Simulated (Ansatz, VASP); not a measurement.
## Two plane-wave programs on K2S

Contents of INCAR:

```
PREC = Accurate ; ENCUT = 500
EDIFF = 1E-6 ; ISMEAR = 0
SIGMA = 0.05 ; LREAL = False
LASPH = True ; NELM = 120
ALGO = Normal ; ISIF = 2
LWAVE = False ; LCHARG = True
GGA = RP ; LELF = True
LVHAR = True ; NBANDS = 19
GGA_COMPAT = False
```

The input KPOINTS:

```
regular mesh
0
Gamma
  6 6 6
```

File POSCAR:

```
K2S
1.0
    0.0000000000      3.7606303595      3.7606303595
    3.7606303595      0.0000000000      3.7606303595
    3.7606303595      3.7606303595      0.0000000000
K S
2 1
Direct
    0.2500000000      0.2500000000      0.2500000000
    0.7500000000      0.7500000000      0.7500000000
    0.0000000000      0.0000000000      0.0000000000
```

Input for Ansatz:

```yaml
crystal:
  lattice:
    - [0.0, 3.7606303595, 3.7606303595]
    - [3.7606303595, 0.0, 3.7606303595]
    - [3.7606303595, 3.7606303595, 0.0]
  atoms:
    - { symbol: K, position: [0.25, 0.25, 0.25] }
    - { symbol: K, position: [0.75, 0.75, 0.75] }
    - { symbol: S, position: [0.0, 0.0, 0.0] }
basis:
  ecutwfc: 420
  ecutrho_ratio: 4
kpoints:
  mp_grid: { grid: [6, 6, 6] }
hamiltonian:
  xc: rpbe
scf:
  occupations: { method: gaussian, width: 0.05 }
output:
  forces: true
  stress: true
  eigenvalues: true
```

Alike in both runs: task single point; functional RPBE; k mesh 6 × 6 × 6; occupations gaussian, width 0.05 eV; no spin polarisation.

|  | VASP | Ansatz |
| --- | --- | --- |
| version | VASP 6.6.1 | Ansatz 0.2.0 |
| potentials or method | VASP PAW PBE potentials, release 64 (K_sv, S), cutoff 500 eV | scalar-relativistic, plane waves, PAW |
| valence electrons in the cell | 24 | 24 |

```csv
,VASP,Ansatz,Ansatz less VASP
gap on the k mesh at the Fermi level (eV),2.51,2.51,-0.001
least direct gap on the mesh (eV),2.67,2.67,+0.001
pressure (GPa),0.7,0.7,-0.02
```

VASP's potentials were made for PBE, not for RPBE. The functional is the same, so the differences come from potentials, cutoffs and numerics.
